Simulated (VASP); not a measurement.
## TiGe: single point with PBE

TiGe:

```
Ti Ge
1.0
     0.00000    3.22529    3.22529
     3.22529    0.00000    3.22529
     3.22529    3.22529    0.00000
Ti Ge
2 2
Direct
  0.75000 0.75000 0.75000
  0.50000 0.50000 0.50000
  0.25000 0.25000 0.25000
  0.00000 0.00000 0.00000
```

The cell was generated, and may not be a known phase.

```yaml
Program: VASP 6.6.1
Task: single point
Functional: PBE
Potentials_or_basis: VASP PAW PBE potentials, release 64 (Ti_sv, Ge_d)
Cutoff: 520 eV
k_mesh: 4 × 4 × 4
Occupations: gaussian, width 0.1 eV
Spin: no spin polarisation
```

| Property | Result |
| --- | --- |
| Pressure | -0.4 GPa |
| Band gap on the k mesh | zero (bands 26 and 27 overlap by 0.94 eV) |

Levels at points of the mesh, in eV from the Fermi level:
| k point | band 22 | band 23 | band 24 | band 25 | band 26 | band 27 | band 28 | band 29 | band 30 | band 31 |
| --- | --- | --- | --- | --- | --- | --- | --- | --- | --- | --- |
| (0.00, 0.00, 0.00) | -2.41 | -2.41 | -1.42 | -1.42 | -1.42 | -0.86 | -0.86 | 2.25 | 2.25 | 2.25 |
| (0.50, 0.00, 0.00) | -3.55 | -2.55 | -0.65 | -0.65 | -0.23 | 0.58 | 0.58 | 1.93 | 1.93 | 2.54 |
| (0.50, 0.50, 0.00) | -3.59 | -2.40 | -2.40 | 0.07 | 0.07 | 0.93 | 0.93 | 1.58 | 1.58 | 1.66 |

Run time: 24 s on 1 thread of Intel(R) Xeon(R) 6975P-C (Granite Rapids), on a shared host, peak memory 0.2 GiB.

Caveat: the k points lie up to 0.42 Å⁻¹ apart, too coarse for converged energies and pressures of a metal.
